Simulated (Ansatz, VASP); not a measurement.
Two plane-wave programs on SrTiO

```xyz
3
Lattice="3.8410 0.0000 0.0000 0.0000 3.8410 0.0000 0.0000 0.0000 3.9582" Properties=species:S:1:pos:R:3 pbc="T T T"
Sr    0.0000    0.0000    0.0000
Ti    1.9205    1.9205    1.9791
O     1.9205    1.9205    0.0000
```

Change from the starting cell: species swapped into the YCoC type (P4/mmm, No. 123).

Alike in both runs: functional PBE; k mesh 6 × 6 × 6; occupations gaussian, width 0.1 eV; collinear spin.

Ansatz relaxed the structure, and its values are those at the end. VASP's run is a single point on that final structure, the one shown.

|  | VASP | Ansatz |
| --- | --- | --- |
| version | VASP 6.6.1 | Ansatz 0.2.0 |
| potentials or method | VASP PAW PBE potentials, release 64 (Sr_sv, Ti_sv, O), cutoff 520 eV | scalar-relativistic, plane waves, PAW |
| valence electrons in the cell | 28 | 28 |

|  | VASP | Ansatz | Ansatz less VASP |
| --- | --- | --- | --- |
| gap on the k mesh at the Fermi level (eV) | none | none | - |
| pressure (GPa) | -0.3 | 0.2 | +0.55 |
| net moment per atom (μB) | 0.00 | 0.42 | +0.421 |
| size of the moment on the site where the two differ most (μB) | 0.00 | 0.57 | +0.565 |

The net moments are unlike, so the other rows may belong to different states. Site moments also hang on the region over which each program counts them. A gap of «none» marks a metal or a gap that the smearing closes.
